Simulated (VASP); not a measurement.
# Pt (I4/mmm) in VASP: notebook, part 2 of 2

VASP 6.6.1. The steps go on from the part before.

**4. Single point, r2SCAN (strain +0.050 along x and y, -0.050 along z)**

Contents of POSCAR:

```
Pt
1.0
    0.0000000000      2.0557950000      1.8600050000
    2.0557950000      0.0000000000      1.8600050000
    2.0557950000      2.0557950000      0.0000000000
Pt
1
Direct
    0.0000000000      0.0000000000      0.0000000000
```

Contents of INCAR.step1:

```
SYSTEM = Pt
PREC = Accurate
ENCUT = 520
ISMEAR = 0
SIGMA = 0.15
LREAL = .FALSE.
LASPH = .TRUE.
NELM = 80
NBANDS = 11
GGA = PE
ALGO = Normal
EDIFF = 1E-4
LWAVE = .TRUE.
LCHARG = .FALSE.
```

Contents of INCAR.step2:

```
SYSTEM = Pt
PREC = Accurate
ENCUT = 520
EDIFF = 1E-6
ISMEAR = 0
SIGMA = 0.15
LREAL = .FALSE.
LASPH = .TRUE.
NELM = 80
ALGO = Normal
ISIF = 2
LWAVE = .FALSE.
LCHARG = .TRUE.
METAGGA = R2SCAN
LMIXTAU = .TRUE.
LELF = .TRUE.
LVHAR = .TRUE.
NBANDS = 11
ISTART = 1
```

Contents of KPOINTS:

```
regular mesh
0
G
  20 20 20
  0 0 0
```

Potentials or basis: VASP PAW PBE potentials, release 64 (Pt).

Run with:

```console
> cat potpaw_PBE.64/Pt/POTCAR > POTCAR
> cp INCAR.step1 INCAR
> mpirun -np 1 vasp_std > vasp.out
> cp INCAR.step2 INCAR
> mpirun -np 1 vasp_std > vasp.out
```

OUTCAR:

```text
SYSTEM = Pt
   PREC = Accurate
   ENCUT = 520
   EDIFF = 1E-6
   ISMEAR = 0
   LREAL = .FALSE.
   LASPH = .TRUE.
   NELM = 80
   ISIF = 2
   METAGGA = R2SCAN
   ISTART = 1

 ion  position               nearest neighbor table
   1  0.000  0.000  0.000-

  LATTYP: Found a body centered tetragonal cell.
 ALAT       =     2.9073331705
 C/A-ratio  =     1.2795265564

  Lattice vectors:

 A1 = (   0.0000000000,  -2.0557950000,  -1.8600050000)
 A2 = (   0.0000000000,   2.0557950000,  -1.8600050000)
 A3 = (   2.0557950000,   0.0000000000,   1.8600050000)

Analysis of symmetry for initial positions (statically):
=====================================================================
 Subroutine PRICEL returns:
 Original cell was already a primitive cell.

 Routine SETGRP: Setting up the symmetry group for a
 body centered tetragonal supercell.

 Subroutine GETGRP returns: Found 16 space group operations
 (whereof 16 operations were pure point group operations)
 out of a pool of 16 trial point group operations.

The static configuration has the point symmetry D_4h.

Analysis of symmetry for dynamics (positions and initial velocities):
=====================================================================
 Subroutine PRICEL returns:
 Original cell was already a primitive cell.

 Routine SETGRP: Setting up the symmetry group for a
 body centered tetragonal supercell.

 Subroutine GETGRP returns: Found 16 space group operations
 (whereof 16 operations were pure point group operations)
 out of a pool of 16 trial point group operations.

The dynamic configuration has the point symmetry D_4h.

 Subroutine INISYM returns: Found 16 space group operations
 (whereof 16 operations are pure point group operations),
 and found     1 'primitive' translations

----------------------------------------------------------------------------------------

                                     Primitive cell

  volume of cell :      15.7219

  direct lattice vectors                    reciprocal lattice vectors
     0.000000000  2.055795000  1.860005000    -0.243214912  0.243214912  0.268816482
     2.055795000  0.000000000  1.860005000     0.243214912 -0.243214912  0.268816482
     2.055795000  2.055795000  0.000000000     0.243214912  0.243214912 -0.268816482

  length of vectors
     2.772347684  2.772347684  2.907333170     0.436542424  0.436542424  0.436542424

  position of ions in fractional coordinates (direct lattice)
     0.000000000  0.000000000  0.000000000

  ion indices of the primitive-cell ions
   primitive index   ion index
                 1           1

----------------------------------------------------------------------------------------

 KPOINTS: regular mesh

Automatic generation of k-mesh.
 Grid dimensions read from file:
 generate k-points for:   20   20   20

 Generating k-lattice:

  Cartesian coordinates                     Fractional coordinates (reciprocal lattice)
    -0.012160746  0.012160746  0.013440824     0.050000000  0.000000000  0.000000000
     0.012160746 -0.012160746  0.013440824     0.000000000  0.050000000  0.000000000
     0.012160746  0.012160746 -0.013440824     0.000000000  0.000000000  0.050000000

  Length of vectors
     0.021827121  0.021827121  0.021827121

  Shift w.r.t. Gamma in fractional coordinates (k-lattice)
     0.000000000  0.000000000  0.000000000

 Subroutine IBZKPT returns following result:
 ===========================================

 Found    641 irreducible k-points:

 Following reciprocal coordinates:
            Coordinates               Weight
  0.000000  0.000000  0.000000      1.000000
  0.050000  0.000000  0.000000      8.000000
  0.100000  0.000000  0.000000      8.000000
  0.150000  0.000000  0.000000      8.000000
  0.200000  0.000000  0.000000      8.000000
  0.250000  0.000000  0.000000      8.000000
[... 16 lines left out ...]
 -0.400000  0.050000  0.000000      8.000000
 -0.350000  0.050000  0.000000      8.000000
 [... further k-points ...]
   k-points           NKPTS =    641   k-points in BZ     NKDIM =    641   number of bands    NBANDS=     11
   number of dos      NEDOS =    301   number of ions     NIONS =      1
   total plane-waves  NPLWV =  13824
   dimension x,y,z NGX =    24 NGY =   24 NGZ =   24
   dimension x,y,z NGXF=    48 NGYF=   48 NGZF=   48
   ions per type =               1
   NGX,Y,Z   is equivalent  to a cutoff of  14.39, 14.39, 13.72 a.u.
   NGXF,Y,Z  is equivalent  to a cutoff of  28.78, 28.78, 27.45 a.u.
 SYSTEM =  Pt
   PREC   = accura    normal or accurate (medium, high low for compatibility)
   ISTART =      1    job   : 0-new  1-cont  2-samecut
   ICHARG =      0    charge: 1-file 2-atom 10-const
   ISPIN  =      1    spin polarized calculation?
   LNONCOLLINEAR =      F non collinear calculations
   LSORBIT =      F    spin-orbit coupling
   LASPH  =      T    aspherical Exc in radial PAW
   ENCUT  =  520.0 eV  38.22 Ry    6.18 a.u.   5.15  5.15  5.41*2*pi/ulx,y,z
   NELM   =     80;   NELMIN=  2; NELMDL=  0     # of ELM steps
   EDIFF  = 0.1E-05   stopping-criterion for ELM
   LREAL  =      F    real-space projection
   EDIFFG = 0.1E-04   stopping-criterion for IOM
   NSW    =      0    number of steps for IOM
   IBRION =     -1    ionic relax: 0-MD 1-quasi-New 2-CG
   NFREE  =      0    steps in history (QN), initial steepest desc. (CG)
   ISIF   =      2    stress and relaxation
   ISYM   =      2    0-nonsym 1-usesym 2-fastsym
   POTIM  = 0.5000    time-step for ionic-motion
   TEBEG  =    0.0;   TEEND  =   0.0 temperature during run
   PSTRESS=    0.0 pullay stress
   NELECT =      10.0000    total number of electrons
   NUPDOWN=      -1.0000    fix difference up-down
   EMIN   =  10.00;   EMAX   =-10.00  energy-range for DOS
   EFERMI =   0.00;   METHOD = LEGACY
   ISMEAR =     0;   SIGMA  =   0.15  broadening in eV -4-tet -1-fermi 0-gaus
   EFERMI_NEDOS =   21; number of points for ismear=-14 and -15
   IALGO  =     38    algorithm
   IMIX   =      4    mixing-type and parameters
     AMIX     =   0.40;   BMIX     =  1.00
     AMIX_MAG =   1.60;   BMIX_MAG =  1.00
  volume/ion in A,a.u.               =      15.72       106.10
  Fermi-wavevector in a.u.,A,eV,Ry     =   1.407906  2.660556 26.969450  1.982199
  Thomas-Fermi vector in A             =   2.530118
   LORBIT       =      0    0 simple, 1 ext, 2 COOP (PROOUT), +10 PAW based schemes
   METAGGA = R2SCAN    functional components
   LHFCALC =     F    Hartree Fock is set to
   AEXX    =    0.0000 exact exchange contribution
   IVDW    =     0    specifies the selected vdW correction
   LEPSILON=     F    determine dielectric tensor
   LRPA    =     F    only Hartree local field effects (RPA)
 non-spin polarized calculation
 Gauss-broadening in eV      SIGMA  =   0.15
  energy-cutoff  :      520.00
  volume of cell :       15.72
 maximum number of plane-waves:       439
 NGX is ok and might be reduce to    24
   NGX = 11   NGY = 11   NGZ = 11

 number of electron      10.0000001 magnetization

 Free energy of the ion-electron system (eV)
  ---------------------------------------------------
  ext. energy  EPLUGINS =         0.00000000
  ---------------------------------------------------
  free energy    TOTEN  =       -51.48693930 eV

  energy without entropy =      -51.46861124  energy(sigma->0) =      -51.47777527

 E-fermi :  10.1867     XC(G=0): -14.3342

 val. band max:       10.1862898124   @ k =  -0.3500   0.1500   0.4500
 cond. band min:      10.1884370398   @ k =   0.4000   0.2500   0.0000
 fundamental gap:      0.0021472274
 Fermi energy:        10.1867473078

 k-point     1 :       0.0000    0.0000    0.0000
  band No.  band energies     occupation
      1       0.2238      2.00000
      2       6.2841      2.00000
      3       6.2841      2.00000
      4       7.3271      2.00000
      5       7.9517      2.00000
      6       9.1026      2.00000
      7      26.0075      0.00000
      8      29.9543      0.00000
      9      29.9543      0.00000
     10      32.5100      0.00000
     11      36.6812      0.00000
[... 309 lines left out ...]
 k-point    24 :      -0.3500    0.0500    0.0000
  band No.  band energies     occupation
      1       3.1370      2.00000
      2       6.2079      2.00000
      3       7.0941      2.00000
      4       7.6355      2.00000
      5       9.5801      2.00000
      6       9.8776      1.99644
      7      19.7897      0.00000
      8      26.1924      0.00000
      9      31.1402      0.00000
     10      31.3956      0.00000
     11      36.5908      0.00000

 [... further k-points ...]

------------------------ aborting loop because EDIFF is reached ----------------------------------------

  FORCE on cell =-STRESS in cart. coord.  units (eV):
  Direction    XX          YY          ZZ          XY          YZ          ZX
  --------------------------------------------------------------------------------------
  -------------------------------------------------------------------------------------
  Total       -0.6877479     -0.6877479     -0.2742573      0.0000000     -0.0000000      0.0000000
  in kB      -70.0867871    -70.0867871    -27.9489251      0.0000000     -0.0000000      0.0000000
  external PRESSURE =     -56.0408331 kB  Pullay stress =       0.0000000 kB

 VOLUME and BASIS-vectors are now :
 -----------------------------------------------------------------------------
  energy-cutoff  :      520.00
  volume of cell :       15.72
      direct lattice vectors                 reciprocal lattice vectors
     0.000000000  2.055795000  1.860005000    -0.243214912  0.243214912  0.268816482
     2.055795000  0.000000000  1.860005000     0.243214912 -0.243214912  0.268816482
     2.055795000  2.055795000  0.000000000     0.243214912  0.243214912 -0.268816482

 POSITION                                       TOTAL-FORCE (eV/Angst)
 -----------------------------------------------------------------------------------
      0.00000      0.00000      0.00000         0.000000      0.000000      0.000000
 -----------------------------------------------------------------------------------
    total drift:                                0.000000     -0.000000     -0.000000

  FREE ENERGIE OF THE ION-ELECTRON SYSTEM (eV)
  ---------------------------------------------------
  free  energy   TOTEN  =       -51.4869393043 eV

  energy  without entropy=      -51.4686112413  energy(sigma->0) =      -51.47777527
```

OUTCAR.step1:

```text
SYSTEM = Pt
   PREC = Accurate
   ENCUT = 520
   ISMEAR = 0
   LREAL = .FALSE.
   LASPH = .TRUE.
   NELM = 80
[... 554 lines left out ...]
 -----------------------------------------------------------------------------------
      0.00000      0.00000      0.00000         0.000000      0.000000      0.000000
 -----------------------------------------------------------------------------------
    total drift:                               -0.000000      0.000000     -0.000000

  FREE ENERGIE OF THE ION-ELECTRON SYSTEM (eV)
  ---------------------------------------------------
  free  energy   TOTEN  =        -6.0897968947 eV

  energy  without entropy=       -6.0701943245  energy(sigma->0) =       -6.07999561
```

It took 3.2 min on 1 thread of Intel Xeon Platinum 8488C (Sapphire Rapids), shared host; peak memory 0.24 GiB.

Results:

* Free energy: -51.4869 eV
* Pressure: -5.6 GPa
* Band gap on the k mesh: zero (bands 5 and 6 overlap by 2.64 eV)

Stress tensor (GPa, compression positive):
```
-7.01  0.00  0.00
 0.00 -7.01  0.00
 0.00  0.00 -2.79
```

Caveat: the cell differs from its parent crystal (strain +0.050 along x and y, -0.050 along z); the cell stands under tension; the PAW data sets were made with another functional, which shifts forces and pressure a little; spin-orbit coupling is left out, which moves the levels of the heavy elements.

**5. Overview**

| cell | gap on the mesh (eV) | pressure (GPa) |
| --- | --- | --- |
| a = 2.736, b = 2.736, c = 2.838 Å, angles 58.8, 58.8, 62.5°, 1 atom | none | 7.3 |
| a = 2.770, b = 2.770, c = 2.838 Å, angles 59.2, 59.2, 61.6°, 1 atom | none | -0.5 |
| a = 2.772, b = 2.772, c = 2.907 Å, angles 58.4, 58.4, 63.2°, 1 atom | none | -5.6 |

Alike in all rows: task single point; level r2SCAN; potentials or basis VASP PAW PBE potentials, release 64 (Pt); no spin polarisation; k mesh 20 × 20 × 20; cutoff (eV) 520; smearing gaussian 0.15 eV.

Caveats: the PAW data sets were made with another functional, which shifts forces and pressure a little; spin-orbit coupling is left out, which moves the levels of the heavy elements; the cell stands under pressure (at least some runs); the cell stands under tension (at least some runs).

Total energies depend on the potentials used, so only differences within one code and one set of settings carry meaning.
